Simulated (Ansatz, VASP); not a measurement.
# One calculation of ZnO, two programs

INCAR

```
PREC = Accurate ; ENCUT = 520
EDIFF = 1E-6 ; ISMEAR = -1
SIGMA = 0.05 ; LREAL = False
LASPH = True ; NELM = 80
ALGO = Normal ; ISIF = 2
LWAVE = False ; LCHARG = True
GGA = PS ; LELF = True
LVHAR = True ; NBANDS = 26
```

KPOINTS

```
regular mesh
0
Gamma
  9 9 4
```

POSCAR

```
ZnO
1.0
    3.2208469546      0.0000000000      0.0000000000
   -1.6104234772      2.7893352843      0.0000000000
    0.0000000000      0.0000000000      6.9848812955
Zn O
2 2
Direct
    0.0000000000      0.0000000000      0.2500000000
    0.0000000000      0.0000000000      0.7500000000
    0.6666666667      0.3333333333      0.7500000000
    0.3333333333      0.6666666667      0.2500000000
```

File input.yaml:

```yaml
crystal:
  lattice:
    - [3.2208469546, 0.0, 0.0]
    - [-1.6104234772, 2.7893352843, 0.0]
    - [0.0, 0.0, 6.9848812955]
  atoms:
    - { symbol: Zn, position: [0.0, 0.0, 0.25] }
    - { symbol: Zn, position: [0.0, 0.0, 0.75] }
    - { symbol: O, position: [0.6666666667, 0.3333333333, 0.75] }
    - { symbol: O, position: [0.3333333333, 0.6666666667, 0.25] }
hamiltonian:
  xc: pbesol
  pseudopotentials: { kind: paw }
kpoints:
  mp_grid: { grid: [9, 9, 4] }
scf:
  occupations: { method: fermi_dirac, width: 0.05 }
output:
  forces: true
  stress: true
  eigenvalues: true
  write_density: true
  write_potential: true
  elf: true
  volumetric_format: npy
```

Alike in both runs: task single point; functional PBEsol; k mesh 9 × 9 × 4; occupations fermi-dirac, width 0.05 eV; no spin polarisation.

|  | VASP | Ansatz |
| --- | --- | --- |
| version | VASP 6.6.1 | Ansatz 0.2.0 |
| potentials or method | VASP PAW PBE potentials, release 64 (Zn, O) | Ansatz PAW |
| plane-wave cutoff (eV) | 520 | 420 |
| valence electrons in the cell | 36 | 36 |

VASP gave:

```
gap on the k mesh at the Fermi level (eV)                     : 0.74
least direct gap on the mesh (eV)                             : 0.74
pressure (GPa)                                                : 2.1
traceless stress, the component that is largest in VASP (GPa) : -2.97
```

Q: Estimate Ansatz's values.

A: gap on the k mesh at the Fermi level (eV): 0.74; least direct gap on the mesh (eV): 0.74; pressure (GPa): 1.3; traceless stress, the component that is largest in VASP (GPa): -2.03.

VASP's potentials were made for PBE, not for PBEsol.

Noted on Ansatz's run: odd divisions of the mesh miss points on the zone boundary, where band edges often lie, so the gap on the mesh can be too wide.
